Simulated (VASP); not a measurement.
Here is a VASP 6.6.1 calculation.

Contents of POSCAR:

```
GaP
1.0
    0.0000000000      2.7252500000      2.7252500000
    2.7252500000      0.0000000000      2.7252500000
    2.7252500000      2.7252500000      0.0000000000
Ga P
1 1
Direct
    0.0000000000      0.0000000000      0.0000000000
    0.7500000000      0.7500000000      0.7500000000
```

File INCAR.step1:

```
SYSTEM = GaP
PREC = Accurate ; ENCUT = 520
EDIFF = 1E-5 ; ISMEAR = -1
SIGMA = 0.05 ; LREAL = .FALSE.
LASPH = .TRUE. ; NELM = 60
ALGO = Normal ; ISIF = 2
LWAVE = .TRUE. ; NBANDS = 16
GGA = PE
```

INCAR.step2

```
SYSTEM = GaP
PREC = Accurate ; ENCUT = 520
EDIFF = 1E-6 ; ISMEAR = -1
SIGMA = 0.05 ; LREAL = .FALSE.
LASPH = .TRUE. ; NELM = 60
ALGO = Normal ; ISIF = 2
LWAVE = .FALSE. ; LCHARG = .TRUE.
GGA = PE ; LHFCALC = .TRUE.
AEXX = 0.25 ; PRECFOCK = Normal
LELF = .TRUE. ; LVHAR = .TRUE.
NBANDS = 16 ; ISTART = 1
```

File KPOINTS:

```
Automatic mesh
0
G
  6 6 6
  0 0 0
```

Potentials or basis: VASP PAW PBE potentials, release 64 (Ga_d, P).

The run is started by

```sh
$ cat potpaw_PBE.64/Ga_d/POTCAR potpaw_PBE.64/P/POTCAR > POTCAR
$ cp INCAR.step1 INCAR
$ mpirun -np 1 vasp_std > vasp.out
$ cp INCAR.step2 INCAR
$ mpirun -np 1 vasp_std > vasp.out
```

(1) Estimate the band gap on the k mesh.

(2) What does it give for the pressure?

Results:

(1) 2.98 eV (least direct gap 3.47 eV).

(2) 0.3 GPa.

Caveat: the PAW data sets were made with another functional, which shifts forces and pressure a little.

**What was measured.**

“Stacking defects in GaP nanowires: Electronic structure and optical properties”, 2018, arxiv:1810.01194 quotes, for a bulk crystal of GaP at 10 K: band gap 2.34 eV (indirect).

Measured gap of GaP: 2.34 eV (indirect; 10 K; quoted in “Stacking defects in GaP nanowires: Electronic structure and optical properties”, 2018, arxiv:1810.01194). This calculation gives 2.98 eV (+0.64 eV). Spin-orbit coupling on Ga is left out. The value is that of PBE0 on a finite k mesh, which can miss the band edges, without temperature or zero-point motion.
